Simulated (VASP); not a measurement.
# HoNb3I (Pm-3m) in VASP: a series of runs

The runs below take HoNb3I through single point, relaxation of cell and atoms, with PBE.

Everything below comes from runs of VASP 6.6.1. Logs are shortened: lines on timing, memory, paths and dates and some standing lists are left out, and cuts for length are marked.

**1. The cell of the first run**

Symmetry: Pm-3m, No. 221, cubic system. The conventional cell has a = 4.874 Å, b = 4.874 Å, c = 4.874 Å, α = 90.00°, β = 90.00°, γ = 90.00°. Within 3.2 Å of Ho (site symmetry m-3m) lie 6 Nb at 2.44 Å. Nb (site symmetry 4/mmm) has 2 Ho at 2.44 Å within 3.2 Å. I (site symmetry m-3m) has 12 Nb at 3.45 Å and 8 Ho at 4.22 Å within 4.5 Å.

The cell was generated, and may not be a known phase.

**2. Single point, PBE**

Input file INCAR:

```
PREC = Accurate ; ENCUT = 500
EDIFF = 1E-6 ; ISMEAR = 0
SIGMA = 0.1 ; LREAL = F
LASPH = T ; NELM = 200
ALGO = Normal ; ISIF = 2
LWAVE = F ; LCHARG = F
GGA = PE ; NBANDS = 36
GGA_COMPAT = F ; LMAXMIX = 6
```

Input file KPOINTS:

```
regular mesh
0
Gamma
  4 4 4
```

Input file POSCAR:

```
HoNb3I
1.0
    4.8741589900      0.0000000000      0.0000000000
    0.0000000000      4.8741589900      0.0000000000
    0.0000000000      0.0000000000      4.8741589900
Ho Nb I
1 3 1
Direct
    0.0000000000      0.0000000000      0.0000000000
    0.5000000000      0.0000000000      0.0000000000
    0.0000000000      0.5000000000      0.0000000000
    0.0000000000      0.0000000000      0.5000000000
    0.5000000000      0.5000000000      0.5000000000
```

Potentials or basis: VASP PAW PBE potentials, release 64 (Ho_3, Nb_sv, I), 4f in core.

Started as:

```console
$ cat potpaw_PBE.64/Ho_3/POTCAR potpaw_PBE.64/Nb_sv/POTCAR potpaw_PBE.64/I/POTCAR > POTCAR
$ mpirun -np 1 vasp_std > vasp.out
```

OUTCAR:

```text
PREC = Accurate
   ENCUT = 500
   EDIFF = 1E-6
   ISMEAR = 0
   LREAL = F
   LASPH = T
   NELM = 200
   ISIF = 2
   GGA = PE

 ion  position               nearest neighbor table
   1  0.000  0.000  0.000-   2 2.44   3 2.44   4 2.44   4 2.44   3 2.44   2 2.44
   2  0.500  0.000  0.000-   1 2.44   1 2.44
   3  0.000  0.500  0.000-   1 2.44   1 2.44
   4  0.000  0.000  0.500-   1 2.44   1 2.44
   5  0.500  0.500  0.500-

  LATTYP: Found a simple cubic cell.
 ALAT       =     4.8741589900

  Lattice vectors:

 A1 = (   4.8741589900,   0.0000000000,   0.0000000000)
 A2 = (   0.0000000000,   4.8741589900,   0.0000000000)
 A3 = (   0.0000000000,   0.0000000000,   4.8741589900)

Analysis of symmetry for initial positions (statically):
=====================================================================
 Subroutine PRICEL returns:
 Original cell was already a primitive cell.

 Routine SETGRP: Setting up the symmetry group for a
 simple cubic supercell.

 Subroutine GETGRP returns: Found 48 space group operations
 (whereof 48 operations were pure point group operations)
 out of a pool of 48 trial point group operations.

The static configuration has the point symmetry O_h .

Analysis of symmetry for dynamics (positions and initial velocities):
=====================================================================
 Subroutine PRICEL returns:
 Original cell was already a primitive cell.

 Routine SETGRP: Setting up the symmetry group for a
 simple cubic supercell.

 Subroutine GETGRP returns: Found 48 space group operations
 (whereof 48 operations were pure point group operations)
 out of a pool of 48 trial point group operations.

The dynamic configuration has the point symmetry O_h .

 Subroutine INISYM returns: Found 48 space group operations
 (whereof 48 operations are pure point group operations),
 and found     1 'primitive' translations

----------------------------------------------------------------------------------------

                                     Primitive cell

  volume of cell :     115.7975

  direct lattice vectors                    reciprocal lattice vectors
     4.874158990  0.000000000  0.000000000     0.205163599  0.000000000  0.000000000
     0.000000000  4.874158990  0.000000000     0.000000000  0.205163599  0.000000000
     0.000000000  0.000000000  4.874158990     0.000000000  0.000000000  0.205163599

  length of vectors
     4.874158990  4.874158990  4.874158990     0.205163599  0.205163599  0.205163599

  position of ions in fractional coordinates (direct lattice)
     0.000000000  0.000000000  0.000000000
     0.500000000  0.000000000  0.000000000
     0.000000000  0.500000000  0.000000000
     0.000000000  0.000000000  0.500000000
     0.500000000  0.500000000  0.500000000

  ion indices of the primitive-cell ions
   primitive index   ion index
                 1           1
                 2           2
                 3           3
                 4           4
                 5           5

----------------------------------------------------------------------------------------

 KPOINTS: regular mesh

Automatic generation of k-mesh.
 Grid dimensions read from file:
 generate k-points for:    4    4    4

 Generating k-lattice:

  Cartesian coordinates                     Fractional coordinates (reciprocal lattice)
     0.051290900  0.000000000  0.000000000     0.250000000  0.000000000  0.000000000
     0.000000000  0.051290900  0.000000000     0.000000000  0.250000000  0.000000000
     0.000000000  0.000000000  0.051290900     0.000000000  0.000000000  0.250000000

  Length of vectors
     0.051290900  0.051290900  0.051290900

  Shift w.r.t. Gamma in fractional coordinates (k-lattice)
     0.000000000  0.000000000  0.000000000

 Subroutine IBZKPT returns following result:
 ===========================================

 Found     10 irreducible k-points:

 Following reciprocal coordinates:
            Coordinates               Weight
  0.000000  0.000000  0.000000      1.000000
  0.250000  0.000000  0.000000      6.000000
  0.500000  0.000000  0.000000      3.000000
  0.250000  0.250000  0.000000     12.000000
  0.500000  0.250000  0.000000     12.000000
  0.500000  0.500000  0.000000      3.000000
  0.250000  0.250000  0.250000      8.000000
  0.500000  0.250000  0.250000     12.000000
  0.500000  0.500000  0.250000      6.000000
  0.500000  0.500000  0.500000      1.000000
   k-points           NKPTS =     10   k-points in BZ     NKDIM =     10   number of bands    NBANDS=     36
   number of dos      NEDOS =    301   number of ions     NIONS =      5
   total plane-waves  NPLWV =  46656
   dimension x,y,z NGX =    36 NGY =   36 NGZ =   36
   dimension x,y,z NGXF=    72 NGYF=   72 NGZF=   72
   ions per type =               1   3   1
   NGX,Y,Z   is equivalent  to a cutoff of  12.28, 12.28, 12.28 a.u.
   NGXF,Y,Z  is equivalent  to a cutoff of  24.56, 24.56, 24.56 a.u.
 SYSTEM =  unknown system
   PREC   = accura    normal or accurate (medium, high low for compatibility)
   ISTART =      0    job   : 0-new  1-cont  2-samecut
   ICHARG =      2    charge: 1-file 2-atom 10-const
   ISPIN  =      1    spin polarized calculation?
   LNONCOLLINEAR =      F non collinear calculations
   LSORBIT =      F    spin-orbit coupling
   LASPH  =      T    aspherical Exc in radial PAW
   ENCUT  =  500.0 eV  36.75 Ry    6.06 a.u.   8.89  8.89  8.89*2*pi/ulx,y,z
   NELM   =    200;   NELMIN=  2; NELMDL= -5     # of ELM steps
   EDIFF  = 0.1E-05   stopping-criterion for ELM
   LREAL  =      F    real-space projection
   EDIFFG = 0.1E-04   stopping-criterion for IOM
   NSW    =      0    number of steps for IOM
   IBRION =     -1    ionic relax: 0-MD 1-quasi-New 2-CG
   NFREE  =      0    steps in history (QN), initial steepest desc. (CG)
   ISIF   =      2    stress and relaxation
   ISYM   =      2    0-nonsym 1-usesym 2-fastsym
   POTIM  = 0.5000    time-step for ionic-motion
   TEBEG  =    0.0;   TEEND  =   0.0 temperature during run
   PSTRESS=    0.0 pullay stress
   NELECT =      55.0000    total number of electrons
   NUPDOWN=      -1.0000    fix difference up-down
   EMIN   =  10.00;   EMAX   =-10.00  energy-range for DOS
   EFERMI =   0.00;   METHOD = LEGACY
   ISMEAR =     0;   SIGMA  =   0.10  broadening in eV -4-tet -1-fermi 0-gaus
   EFERMI_NEDOS =   21; number of points for ismear=-14 and -15
   IALGO  =     38    algorithm
   IMIX   =      4    mixing-type and parameters
     AMIX     =   0.40;   BMIX     =  1.00
     AMIX_MAG =   1.60;   BMIX_MAG =  1.00
  volume/ion in A,a.u.               =      23.16       156.29
  Fermi-wavevector in a.u.,A,eV,Ry     =   1.277309  2.413764 22.198160  1.631519
  Thomas-Fermi vector in A             =   2.409916
   LORBIT       =      0    0 simple, 1 ext, 2 COOP (PROOUT), +10 PAW based schemes
   GGA     = PE    functional components
   LHFCALC =     F    Hartree Fock is set to
   AEXX    =    0.0000 exact exchange contribution
   IVDW    =     0    specifies the selected vdW correction
   LEPSILON=     F    determine dielectric tensor
   LRPA    =     F    only Hartree local field effects (RPA)
 non-spin polarized calculation
 Gauss-broadening in eV      SIGMA  =   0.10
  energy-cutoff  :      500.00
  volume of cell :      115.80
 maximum number of plane-waves:      3016
 NGX is ok and might be reduce to    36
   NGX = 17   NGY = 17   NGZ = 17

 number of electron      54.9999995 magnetization

 Free energy of the ion-electron system (eV)
  ---------------------------------------------------
  ext. energy  EPLUGINS =         0.00000000
  ---------------------------------------------------
  free energy    TOTEN  =       -26.03803681 eV

  energy without entropy =      -26.00543782  energy(sigma->0) =      -26.02173732

 E-fermi :   8.0964     XC(G=0): -10.9844

 val. band max:        8.0870119362   @ k =   0.2500   0.2500   0.2500
 cond. band min:       8.1621433131   @ k =   0.5000   0.2500   0.0000
 fundamental gap:      0.0751313769
 Fermi energy:         8.0964423718

 k-point     1 :       0.0000    0.0000    0.0000
  band No.  band energies     occupation
      1     -46.8604      2.00000
      2     -46.8287      2.00000
      3     -46.8287      2.00000
      4     -23.4166      2.00000
      5     -23.4166      2.00000
      6     -23.4166      2.00000
[... 28 lines left out ...]
     35      10.6486      0.00000
     36      12.8582      0.00000

 k-point     2 :       0.2500    0.0000    0.0000
  band No.  band energies     occupation
      1     -46.8625      2.00000
      2     -46.8411      2.00000
      3     -46.8287      2.00000
      4     -23.4011      2.00000
      5     -23.4011      2.00000
      6     -23.2415      2.00000
[... 28 lines left out ...]
     35      10.6492      0.00000
     36      11.1135      0.00000

 k-point     3 :       0.5000    0.0000    0.0000
  band No.  band energies     occupation
      1     -46.8682      2.00000
      2     -46.8498      2.00000
      3     -46.8287      2.00000
      4     -23.3846      2.00000
      5     -23.3846      2.00000
      6     -23.0286      2.00000
[... 28 lines left out ...]
     35      10.6534      0.00000
     36      10.6958      0.00000

 k-point     4 :       0.2500    0.2500    0.0000
  band No.  band energies     occupation
      1     -46.8636      2.00000
      2     -46.8485      2.00000
      3     -46.8347      2.00000
      4     -23.3853      2.00000
      5     -23.2395      2.00000
      6     -23.2149      2.00000
[... 28 lines left out ...]
     35       9.9398      0.00000
     36      10.3016      0.00000

 k-point     5 :       0.5000    0.2500    0.0000
  band No.  band energies     occupation
      1     -46.8682      2.00000
      2     -46.8569      2.00000
      3     -46.8361      2.00000
      4     -23.3682      2.00000
      5     -23.2115      2.00000
      6     -23.0646      2.00000
[... 28 lines left out ...]
     35       9.7095      0.00000
     36      10.6409      0.00000

 k-point     6 :       0.5000    0.5000    0.0000
  band No.  band energies     occupation
      1     -46.8682      2.00000
      2     -46.8682      2.00000
      3     -46.8392      2.00000
      4     -23.3504      2.00000
      5     -23.0869      2.00000
      6     -23.0162      2.00000
[... 28 lines left out ...]
     35      10.2332      0.00000
     36      10.2333      0.00000

 k-point     7 :       0.2500    0.2500    0.2500
  band No.  band energies     occupation
      1     -46.8643      2.00000
      2     -46.8485      2.00000
      3     -46.8485      2.00000
      4     -23.2381      2.00000
      5     -23.1997      2.00000
      6     -23.1997      2.00000
[... 28 lines left out ...]
     35      10.3557      0.00000
     36      10.5051      0.00000

 k-point     8 :       0.5000    0.2500    0.2500
  band No.  band energies     occupation
      1     -46.8682      2.00000
      2     -46.8590      2.00000
      3     -46.8485      2.00000
      4     -23.2117      2.00000
      5     -23.1805      2.00000
      6     -23.0683      2.00000
[... 28 lines left out ...]
     35      10.0440      0.00000
     36      10.6226      0.00000

 k-point     9 :       0.5000    0.5000    0.2500
  band No.  band energies     occupation
      1     -46.8682      2.00000
      2     -46.8682      2.00000
      3     -46.8537      2.00000
      4     -23.1798      2.00000
      5     -23.0865      2.00000
      6     -23.0614      2.00000
[... 28 lines left out ...]
     35      10.0078      0.00000
     36      10.0229      0.00000

 k-point    10 :       0.5000    0.5000    0.5000
  band No.  band energies     occupation
      1     -46.8682      2.00000
      2     -46.8682      2.00000
      3     -46.8682      2.00000
      4     -23.0861      2.00000
      5     -23.0861      2.00000
      6     -23.0861      2.00000
[... 28 lines left out ...]
     35      10.0539      0.00000
     36      10.4037      0.00000

------------------------ aborting loop because EDIFF is reached ----------------------------------------

  FORCE on cell =-STRESS in cart. coord.  units (eV):
  Direction    XX          YY          ZZ          XY          YZ          ZX
  --------------------------------------------------------------------------------------
  -------------------------------------------------------------------------------------
  Total        8.1275204      8.1275204      8.1275204      0.0000000      0.0000000     -0.0000000
  in kB      112.4526199    112.4526199    112.4526199      0.0000000      0.0000000     -0.0000000
  external PRESSURE =     112.4526199 kB  Pullay stress =       0.0000000 kB

 VOLUME and BASIS-vectors are now :
 -----------------------------------------------------------------------------
  energy-cutoff  :      500.00
  volume of cell :      115.80
      direct lattice vectors                 reciprocal lattice vectors
     4.874158990  0.000000000  0.000000000     0.205163599  0.000000000  0.000000000
     0.000000000  4.874158990  0.000000000     0.000000000  0.205163599  0.000000000
     0.000000000  0.000000000  4.874158990     0.000000000  0.000000000  0.205163599

 POSITION                                       TOTAL-FORCE (eV/Angst)
 -----------------------------------------------------------------------------------
      0.00000      0.00000      0.00000         0.000000      0.000000      0.000000
      2.43708      0.00000      0.00000         0.000000      0.000000      0.000000
      0.00000      2.43708      0.00000         0.000000      0.000000      0.000000
      0.00000      0.00000      2.43708         0.000000      0.000000      0.000000
      2.43708      2.43708      2.43708         0.000000      0.000000      0.000000
 -----------------------------------------------------------------------------------
    total drift:                                0.000000      0.000000     -0.000000

  FREE ENERGIE OF THE ION-ELECTRON SYSTEM (eV)
  ---------------------------------------------------
  free  energy   TOTEN  =       -26.0380368104 eV

  energy  without entropy=      -26.0054378224  energy(sigma->0) =      -26.02173732
```

Wall time 77 s (1 thread of Intel Xeon Platinum 8259CL at 2.50GHz (Skylake/Cascade Lake), shared host); peak memory 0.22 GiB.

Results:

| Quantity | Value |
| --- | --- |
| Free energy | -26.0380 eV |
| Pressure | 11.2 GPa |
| Band gap on the k mesh | zero (an odd number of electrons rules out a gap without spin polarisation) |

Levels at points of the mesh, in eV from the Fermi level:
| k point | band 24 | band 25 | band 26 | band 27 | band 28 | band 29 | band 30 | band 31 |
| --- | --- | --- | --- | --- | --- | --- | --- | --- |
| (0.00, 0.00, 0.00) | -2.28 | -2.28 | -1.61 | -1.61 | -0.57 | 0.50 | 0.50 | 0.50 |
| (0.50, 0.00, 0.00) | -1.49 | -0.96 | -0.92 | -0.47 | -0.22 | -0.22 | -0.04 | 0.93 |
| (0.50, 0.50, 0.00) | -0.80 | -0.65 | -0.63 | -0.34 | 0.49 | 0.78 | 1.00 | 1.27 |
| (0.50, 0.50, 0.50) | -0.48 | -0.48 | -0.48 | 1.15 | 1.15 | 1.75 | 1.75 | 1.75 |

Caveat: the cell stands under pressure; spin-orbit coupling is left out, which moves the levels of the heavy elements; the 4f electrons are frozen in the core, so they carry no moment and show no levels; an odd number of electrons without spin polarisation forces a metal; a magnetic or distorted state may lie lower; the run has no spin polarisation, though such a crystal can be magnetic. Spin polarisation is off, so any magnetic state and its effect on volume and gap are missing.

**3. Single point, PBE**

This run uses another cell than the first one, of 26.03 Å³/atom.

Input file INCAR:

```
SYSTEM = HoNb3I
  ALGO = Normal
  EDIFF = 1E-6
  ENCUT = 500
  GGA = PE
  GGA_COMPAT = .FALSE.
  ISIF = 2
  ISMEAR = 0
  LASPH = .TRUE.
  LCHARG = .FALSE.
  LMAXMIX = 6
  LREAL = .FALSE.
  LWAVE = .FALSE.
  NBANDS = 36
  NELM = 200
  PREC = Accurate
  SIGMA = 0.1
```

Input file KPOINTS:

```
k-points
0
G
  4 4 4
  0 0 0
```

POSCAR, as its differences from that of step 2:

```diff
@@ -2,5 +2,5 @@
 1.0
-    4.8741589900      0.0000000000      0.0000000000
-    0.0000000000      4.8741589900      0.0000000000
-    0.0000000000      0.0000000000      4.8741589900
+    5.0680661806      0.0000000000      0.0000000000
+    0.0000000000      5.0680661806      0.0000000000
+    0.0000000000      0.0000000000      5.0680661806
 Ho Nb I
```

Potentials or basis: VASP PAW PBE potentials, release 64 (Ho_3, Nb_sv, I), 4f in core.

Started as:

```console
$ cat potpaw_PBE.64/Ho_3/POTCAR potpaw_PBE.64/Nb_sv/POTCAR potpaw_PBE.64/I/POTCAR > POTCAR
$ mpirun -np 1 vasp_std > vasp.out
```

It took 98 s on 1 thread of Intel Xeon Platinum 8259CL at 2.50GHz (Skylake/Cascade Lake), shared host; peak memory 0.25 GiB.

The run converged. Its results:

- Free energy: -26.5535 eV
- Pressure: 1.0 GPa
- Band gap on the k mesh: zero (an odd number of electrons rules out a gap without spin polarisation)

Levels at points of the mesh, in eV from the Fermi level:
| k point | band 25 | band 26 | band 27 | band 28 | band 29 | band 30 | band 31 | band 32 |
| --- | --- | --- | --- | --- | --- | --- | --- | --- |
| (0.00, 0.00, 0.00) | -1.93 | -1.25 | -1.25 | -0.62 | 0.56 | 0.56 | 0.56 | 2.13 |
| (0.50, 0.00, 0.00) | -0.92 | -0.67 | -0.34 | -0.12 | -0.12 | 0.13 | 0.88 | 1.43 |
| (0.50, 0.50, 0.00) | -0.51 | -0.45 | -0.28 | 0.48 | 0.80 | 1.02 | 1.02 | 1.05 |
| (0.50, 0.50, 0.50) | -0.30 | -0.30 | 1.09 | 1.09 | 1.22 | 1.42 | 1.42 | 1.43 |

Caveat: spin-orbit coupling is left out, which moves the levels of the heavy elements; the 4f electrons are frozen in the core, so they carry no moment and show no levels; an odd number of electrons without spin polarisation forces a metal; a magnetic or distorted state may lie lower; the run has no spin polarisation, though such a crystal can be magnetic. Spin polarisation is off, so any magnetic state and its effect on volume and gap are missing.

[end of part 1 of 2]

The gap in the log of VASP goes by the Fermi energy; the results here count the filled bands.